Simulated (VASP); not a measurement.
# AlP: vibrations by perturbation theory with PBEsol

Crystal: AlP.

```
Al P
1.0
     0.00000    2.73520    2.73520
     2.73520    0.00000    2.73520
     2.73520    2.73520    0.00000
Al P
1 1
Cartesian
  0.0000 0.0000 0.0000
  1.3676 1.3676 1.3676
```

```json
{"Program": "VASP 6.6.1", "Task": "vibrations by perturbation theory", "Functional": "PBEsol", "Potentials or basis": "VASP PAW PBE potentials, release 64 (Al, P)", "Cutoff": "500 eV", "k mesh": "6 × 6 × 6", "Occupations": "gaussian, width 0.01 eV", "Spin": "no spin polarisation", "Dipole correction": "no", "Further INCAR settings": "ALGO = Normal; EDIFF = 1e-08; NBANDS = 11; IBRION = 8; NSW = 1"}
```

```
Electronic dielectric tensor (diagonal)                 : 9.28
Born charges (mean of the diagonal)                     : Al +2.32; P -2.32 e
Highest phonon frequency at Γ, LO-TO splitting left out : 434 cm⁻¹
```

Phonon frequencies in cm⁻¹ (negative: imaginary):
| q point | frequencies |
| --- | --- |
| (0.000, 0.000, 0.000) | 0 0 0 434 434 434 |

Electronic dielectric tensor:
```
9.28 0.00 0.00
0.00 9.28 0.00
0.00 0.00 9.28
```

Born effective charge tensors (e):
atom 1, Al
```
2.32 0.00 0.00
0.00 2.32 0.00
0.00 0.00 2.32
```
atom 2, P
```
-2.32  0.00  0.00
 0.00 -2.32  0.00
 0.00  0.00 -2.32
```

Run time: 110 s on 1 thread of Intel Xeon 6975P-C, with other jobs on the host, peak memory 0.2 GiB.
